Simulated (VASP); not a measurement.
# C in VASP: relaxation of the atoms with PBE

Aim: the relaxation of the atoms of C with PBE.

All numbers are computed with VASP 6.6.1; they aren't measurements. Logs are shortened: lines on timing, memory, paths and dates and some standing lists are left out, and cuts for length are marked.

**1. The cell of the first run**

The cell holds a slab with vacuum, 12 atoms: a = 2.525 Å, b = 2.525 Å, c = 25.825 Å, α = 90.00°, β = 90.00°, γ = 120.00°.

**2. Relaxation of the atoms, PBE**

INCAR reads:

```
ALGO = Normal
DIPOL = 0.5 0.5 0.500
EDIFF = 1E-6
EDIFFG = -0.02
ENCUT = 520
GGA = PE
IBRION = 2
IDIPOL = 3
ISIF = 2
ISMEAR = 0
LASPH = T
LCHARG = F
LDIPOL = T
LREAL = F
LWAVE = F
NELM = 100
NSW = 80
PREC = Accurate
SIGMA = 0.05
```

KPOINTS reads:

```
k-points
0
Gamma
  12 12 1
```

POSCAR reads:

```
C
1.0
    2.5254142366      0.0000000000      0.0000000000
   -1.2627071183      2.1870728840      0.0000000000
    0.0000000000      0.0000000000     25.8254584704
C
12
Direct
    0.3333333333      0.6666666667      0.2904111077
    0.0000000000      0.0000000000      0.3103719545
    0.0000000000      0.0000000000      0.3702544952
    0.6666666667      0.3333333333      0.3902153421
    0.6666666667      0.3333333333      0.4500978828
    0.3333333333      0.6666666667      0.4700587297
    0.3333333333      0.6666666667      0.5299412703
    0.0000000000      0.0000000000      0.5499021172
    0.0000000000      0.0000000000      0.6097846579
    0.6666666667      0.3333333333      0.6297455048
    0.6666666667      0.3333333333      0.6896280455
    0.3333333333      0.6666666667      0.7095888923
```

Potentials or basis: VASP PAW PBE potentials, release 64 (C).

Launch:

```sh
> cat potpaw_PBE.64/C/POTCAR > POTCAR
> mpirun -np 1 vasp_std > vasp.out
```

OUTCAR:

```text
EDIFF = 1E-6
   EDIFFG = -0.02
   ENCUT = 520
   GGA = PE
   IBRION = 2
   ISIF = 2
   ISMEAR = 0
   LASPH = T
   LREAL = F
   NELM = 100
   NSW = 80
   PREC = Accurate

 ion  position               nearest neighbor table
   1  0.333  0.667  0.290-   2 1.55   2 1.55   2 1.55
   2  0.000  0.000  0.310-   1 1.55   1 1.55   1 1.55   3 1.55
   3  0.000  0.000  0.370-   4 1.55   4 1.55   4 1.55   2 1.55
   4  0.667  0.333  0.390-   3 1.55   3 1.55   3 1.55   5 1.55
   5  0.667  0.333  0.450-   6 1.55   6 1.55   6 1.55   4 1.55
   6  0.333  0.667  0.470-   7 1.55   5 1.55   5 1.55   5 1.55
   7  0.333  0.667  0.530-   6 1.55   8 1.55   8 1.55   8 1.55
   8  0.000  0.000  0.550-   7 1.55   7 1.55   7 1.55   9 1.55
   9  0.000  0.000  0.610-  10 1.55  10 1.55  10 1.55   8 1.55
  10  0.667  0.333  0.630-   9 1.55   9 1.55   9 1.55  11 1.55
  11  0.667  0.333  0.690-  12 1.55  12 1.55  12 1.55  10 1.55
  12  0.333  0.667  0.710-  11 1.55  11 1.55  11 1.55

  LATTYP: Found a hexagonal cell.
 ALAT       =     2.5254142366
 C/A-ratio  =    10.2262266903

  Lattice vectors:

 A1 = (   2.5254142366,   0.0000000000,   0.0000000000)
 A2 = (  -1.2627071183,   2.1870728840,   0.0000000000)
 A3 = (   0.0000000000,   0.0000000000,  25.8254584704)

Analysis of symmetry for initial positions (statically):
=====================================================================
 Subroutine PRICEL returns:
 Original cell was already a primitive cell.

 Routine SETGRP: Setting up the symmetry group for a
 hexagonal supercell.

 Subroutine GETGRP returns: Found 12 space group operations
 (whereof  6 operations were pure point group operations)
 out of a pool of 24 trial point group operations.

The static configuration has the point symmetry C_3v.
 The point group associated with its full space group is D_3d.

Analysis of symmetry for dynamics (positions and initial velocities):
=====================================================================
 Subroutine PRICEL returns:
 Original cell was already a primitive cell.

 Routine SETGRP: Setting up the symmetry group for a
 hexagonal supercell.

 Subroutine GETGRP returns: Found 12 space group operations
 (whereof  6 operations were pure point group operations)
 out of a pool of 24 trial point group operations.

The dynamic configuration has the point symmetry C_3v.
 The point group associated with its full space group is D_3d.

 Subroutine INISYM returns: Found 12 space group operations
 (whereof  6 operations are pure point group operations),
 and found     1 'primitive' translations

----------------------------------------------------------------------------------------

                                     Primitive cell

  volume of cell :     142.6409

  direct lattice vectors                    reciprocal lattice vectors
     2.525414237  0.000000000  0.000000000     0.395974643  0.228616067  0.000000000
    -1.262707118  2.187072884  0.000000000     0.000000000  0.457232133  0.000000000
     0.000000000  0.000000000 25.825458470     0.000000000  0.000000000  0.038721481

  length of vectors
     2.525414237  2.525414237 25.825458470     0.457232133  0.457232133  0.038721481

  position of ions in fractional coordinates (direct lattice)
     0.333333333  0.666666667  0.290411108
     0.000000000  0.000000000  0.310371954
     0.000000000  0.000000000  0.370254495
     0.666666667  0.333333333  0.390215342
     0.666666667  0.333333333  0.450097883
     0.333333333  0.666666667  0.470058730
     0.333333333  0.666666667  0.529941270
     0.000000000  0.000000000  0.549902117
     0.000000000  0.000000000  0.609784658
     0.666666667  0.333333333  0.629745505
     0.666666667  0.333333333  0.689628046
     0.333333333  0.666666667  0.709588892

  ion indices of the primitive-cell ions
   primitive index   ion index
                 1           1
                 2           2
                 3           3
                 4           4
                 5           5
                 6           6
                 7           7
                 8           8
                 9           9
                10          10
                11          11
                12          12

----------------------------------------------------------------------------------------

 KPOINTS: k-points

Automatic generation of k-mesh.
 Grid dimensions read from file:
 generate k-points for:   12   12    1

 Generating k-lattice:

  Cartesian coordinates                     Fractional coordinates (reciprocal lattice)
     0.032997887  0.019051339  0.000000000     0.083333333  0.000000000  0.000000000
     0.000000000  0.038102678  0.000000000     0.000000000  0.083333333  0.000000000
     0.000000000  0.000000000  0.038721481     0.000000000  0.000000000  1.000000000

  Length of vectors
     0.038102678  0.038102678  0.038721481

  Shift w.r.t. Gamma in fractional coordinates (k-lattice)
     0.000000000  0.000000000  0.000000000

 Subroutine IBZKPT returns following result:
 ===========================================

 Found     19 irreducible k-points:

 Following reciprocal coordinates:
            Coordinates               Weight
  0.000000  0.000000  0.000000      1.000000
  0.083333  0.000000  0.000000      6.000000
  0.166667  0.000000  0.000000      6.000000
  0.250000  0.000000  0.000000      6.000000
  0.333333  0.000000  0.000000      6.000000
  0.416667  0.000000  0.000000      6.000000
[... 11 lines left out ...]
  0.333333  0.250000  0.000000     12.000000
  0.333333  0.333333  0.000000      2.000000
   k-points           NKPTS =     19   k-points in BZ     NKDIM =     19   number of bands    NBANDS=     31
   number of dos      NEDOS =    301   number of ions     NIONS =     12
   total plane-waves  NPLWV =  76800
   dimension x,y,z NGX =    20 NGY =   20 NGZ =  192
   dimension x,y,z NGXF=    40 NGYF=   40 NGZF=  384
   ions per type =              12
   NGX,Y,Z   is equivalent  to a cutoff of  13.17, 13.17, 12.36 a.u.
   NGXF,Y,Z  is equivalent  to a cutoff of  26.33, 26.33, 24.72 a.u.
 SYSTEM =  unknown system
   PREC   = accura    normal or accurate (medium, high low for compatibility)
   ISTART =      0    job   : 0-new  1-cont  2-samecut
   ICHARG =      2    charge: 1-file 2-atom 10-const
   ISPIN  =      1    spin polarized calculation?
   LNONCOLLINEAR =      F non collinear calculations
   LSORBIT =      F    spin-orbit coupling
   LASPH  =      T    aspherical Exc in radial PAW
   ENCUT  =  520.0 eV  38.22 Ry    6.18 a.u.   4.70  4.70 48.02*2*pi/ulx,y,z
   NELM   =    100;   NELMIN=  2; NELMDL= -5     # of ELM steps
   EDIFF  = 0.1E-05   stopping-criterion for ELM
   LREAL  =      F    real-space projection
   EDIFFG = -.2E-01   stopping-criterion for IOM
   NSW    =     80    number of steps for IOM
   IBRION =      2    ionic relax: 0-MD 1-quasi-New 2-CG
   NFREE  =      1    steps in history (QN), initial steepest desc. (CG)
   ISIF   =      2    stress and relaxation
   ISYM   =      2    0-nonsym 1-usesym 2-fastsym
   POTIM  = 0.5000    time-step for ionic-motion
   TEBEG  =    0.0;   TEEND  =   0.0 temperature during run
   PSTRESS=    0.0 pullay stress
   NELECT =      48.0000    total number of electrons
   NUPDOWN=      -1.0000    fix difference up-down
   EMIN   =  10.00;   EMAX   =-10.00  energy-range for DOS
   EFERMI =   0.00;   METHOD = LEGACY
   ISMEAR =     0;   SIGMA  =   0.05  broadening in eV -4-tet -1-fermi 0-gaus
   EFERMI_NEDOS =   21; number of points for ismear=-14 and -15
   IALGO  =     38    algorithm
   IMIX   =      4    mixing-type and parameters
     AMIX     =   0.40;   BMIX     =  1.00
     AMIX_MAG =   1.60;   BMIX_MAG =  1.00
  volume/ion in A,a.u.               =      11.89        80.22
  Fermi-wavevector in a.u.,A,eV,Ry     =   1.138695  2.151821 17.641660  1.296625
  Thomas-Fermi vector in A             =   2.275399
   LORBIT       =      0    0 simple, 1 ext, 2 COOP (PROOUT), +10 PAW based schemes
   GGA     = PE    functional components
   LHFCALC =     F    Hartree Fock is set to
   AEXX    =    0.0000 exact exchange contribution
   IVDW    =     0    specifies the selected vdW correction
   LEPSILON=     F    determine dielectric tensor
   LRPA    =     F    only Hartree local field effects (RPA)
 conjugate gradient relaxation of ions
 non-spin polarized calculation
 Gauss-broadening in eV      SIGMA  =   0.05
  energy-cutoff  :      520.00
  volume of cell :      142.64
 maximum number of plane-waves:      3889
 NGX is ok and might be reduce to    20
   NGX =  9   NGY =  9   NGZ = 97

 dipolmoment           0.000000      0.000000     -0.000000 electrons x Angstroem

--------------------------------------- Ionic step        1  -------------------------------------------

 number of electron      48.0000000 magnetization

 Free energy of the ion-electron system (eV)
  ---------------------------------------------------
  ext. energy  EPLUGINS =         0.00000000
  ---------------------------------------------------
  free energy    TOTEN  =      -104.16133553 eV

  energy without entropy =     -104.13816614  energy(sigma->0) =     -104.14975084

------------------------ aborting loop because EDIFF is reached ----------------------------------------

  FORCE on cell =-STRESS in cart. coord.  units (eV):
  Direction    XX          YY          ZZ          XY          YZ          ZX
  --------------------------------------------------------------------------------------
  -------------------------------------------------------------------------------------
  Total       -0.2835526     -0.2835526     -1.9957392      0.0000000      0.0000000      0.0000000
  in kB       -3.1849332     -3.1849332    -22.4166370      0.0000000      0.0000000      0.0000000
  external PRESSURE =      -9.5955012 kB  Pullay stress =       0.0000000 kB
[... 119 lines left out ...]
  FREE ENERGIE OF THE ION-ELECTRON SYSTEM (eV)
  ---------------------------------------------------
  free  energy   TOTEN  =      -105.2101526235 eV

  energy  without entropy=     -105.2048131238  energy(sigma->0) =     -105.20748287

[... ionic steps 4 to 8 ...]

--------------------------------------- Ionic step        9  -------------------------------------------

 number of electron      47.9999999 magnetization

------------------------ aborting loop because EDIFF is reached ----------------------------------------

  FORCE on cell =-STRESS in cart. coord.  units (eV):
  Direction    XX          YY          ZZ          XY          YZ          ZX
  --------------------------------------------------------------------------------------
  -------------------------------------------------------------------------------------
  Total        0.1471046      0.1471046     -0.0148957      0.0000000      0.0000000      0.0000000
  in kB        1.6523147      1.6523147     -0.1673127      0.0000000      0.0000000      0.0000000
  external PRESSURE =       1.0457722 kB  Pullay stress =       0.0000000 kB
[... 77 lines left out ...]
  energy  without entropy=     -105.2088053349  energy(sigma->0) =     -105.21128408

--------------------------------------- Ionic step       11  -------------------------------------------

 number of electron      47.9999999 magnetization

 dipolmoment           0.000000      0.000000      0.000000 electrons x Angstroem

 Free energy of the ion-electron system (eV)
  ---------------------------------------------------
  ext. energy  EPLUGINS =         0.00000000
  ---------------------------------------------------
  free energy    TOTEN  =      -105.21377978 eV

  energy without entropy =     -105.20883637  energy(sigma->0) =     -105.21130808

 E-fermi :   2.8494     XC(G=0):  -6.9537

 val. band max:        2.8415542485   @ k =   0.3333   0.0000   0.0000
 cond. band min:       2.8817926015   @ k =   0.3333   0.0000   0.0000
 fundamental gap:      0.0402383530
 Fermi energy:         2.8493906605

 k-point     1 :       0.0000    0.0000    0.0000
  band No.  band energies     occupation
      1     -20.3192      2.00000
      2     -19.5282      2.00000
      3     -18.5205      2.00000
      4     -17.3761      2.00000
      5     -16.0415      2.00000
      6     -14.9287      2.00000
[... 635 lines left out ...]
     30       9.5362      0.00000
     31      10.8118      0.00000

------------------------ aborting loop because EDIFF is reached ----------------------------------------

 vacuum level on the upper side and lower side of the slab       (xc-potential included)        -0.011        -0.011

  FORCE on cell =-STRESS in cart. coord.  units (eV):
  Direction    XX          YY          ZZ          XY          YZ          ZX
  --------------------------------------------------------------------------------------
  -------------------------------------------------------------------------------------
  Total        0.1491873      0.1491873     -0.0467974      0.0000000      0.0000000     -0.0000000
  in kB        1.6757092      1.6757092     -0.5256405      0.0000000      0.0000000     -0.0000000
  external PRESSURE =       0.9419259 kB  Pullay stress =       0.0000000 kB

 VOLUME and BASIS-vectors are now :
 -----------------------------------------------------------------------------
  energy-cutoff  :      520.00
  volume of cell :      142.64
      direct lattice vectors                 reciprocal lattice vectors
     2.525414237  0.000000000  0.000000000     0.395974643  0.228616067  0.000000000
    -1.262707118  2.187072884  0.000000000     0.000000000  0.457232133  0.000000000
     0.000000000  0.000000000 25.825458470     0.000000000  0.000000000  0.038721481
[... 18 lines left out ...]
  FREE ENERGIE OF THE ION-ELECTRON SYSTEM (eV)
  ---------------------------------------------------
  free  energy   TOTEN  =      -105.2137797833 eV

  energy  without entropy=     -105.2088363731  energy(sigma->0) =     -105.21130808

 reached required accuracy - stopping structural energy minimisation

 vacuum level on the upper side and lower side of the slab         7.572         7.572
```

Run time: 11 min. Hardware: 1 thread of AMD EPYC 7R43 (Zen 3), shared host; peak memory 0.23 GiB.

What came out:

```
Free energy                  : -105.2138 eV
Energy gained by relaxing    : 87.7 meV/atom
Ionic steps                  : 11
Largest force after relaxing : 0.018 eV/Å
Band gap on the k mesh       : zero (bands 24 and 25 overlap by 0.71 eV)
```

Forces in eV/Å, atoms in the order of the input:
```
C    0.000  0.000 -0.001
C    0.000  0.000  0.000
C    0.000  0.000  0.004
C    0.000  0.000 -0.018
C    0.000  0.000  0.012
C    0.000  0.000  0.012
C    0.000  0.000 -0.012
C    0.000  0.000 -0.012
C    0.000  0.000  0.018
C    0.000  0.000 -0.004
C    0.000  0.000  0.000
C    0.000  0.000  0.001
```

The path:
| step | energy change (eV) | largest force (eV/Å) | pressure (GPa) |
| --- | --- | --- | --- |
| 1 | 0.0000 | 4.6835 | -0.96 |
| 2 | -0.6937 | 2.1720 | 1.15 |
| 3 | -1.0488 | 0.2014 | 0.10 |
| 4 | -1.0487 | 0.2023 | 0.07 |
| 5 | -1.0490 | 0.3858 | 0.07 |
| 6 | -1.0510 | 0.1151 | 0.07 |
| 7 | -1.0522 | 0.0833 | 0.10 |
| 8 | -1.0522 | 0.0635 | 0.09 |
| 9 | -1.0524 | 0.0348 | 0.10 |
| 10 | -1.0524 | 0.0203 | 0.10 |
| 11 | -1.0524 | 0.0183 | 0.09 |

Final structure:
```
C
1.0
     2.52541    0.00000    0.00000
    -1.26271    2.18707    0.00000
     0.00000    0.00000   25.82546
C
12
Direct
  0.33333 0.66667 0.29511
  0.00000 0.00000 0.30539
  0.00000 0.00000 0.37075
  0.66667 0.33333 0.38961
  0.66667 0.33333 0.45011
  0.33333 0.66667 0.46996
  0.33333 0.66667 0.53004
  0.00000 0.00000 0.54989
  0.00000 0.00000 0.61039
  0.66667 0.33333 0.62925
  0.66667 0.33333 0.69461
  0.33333 0.66667 0.70489
```
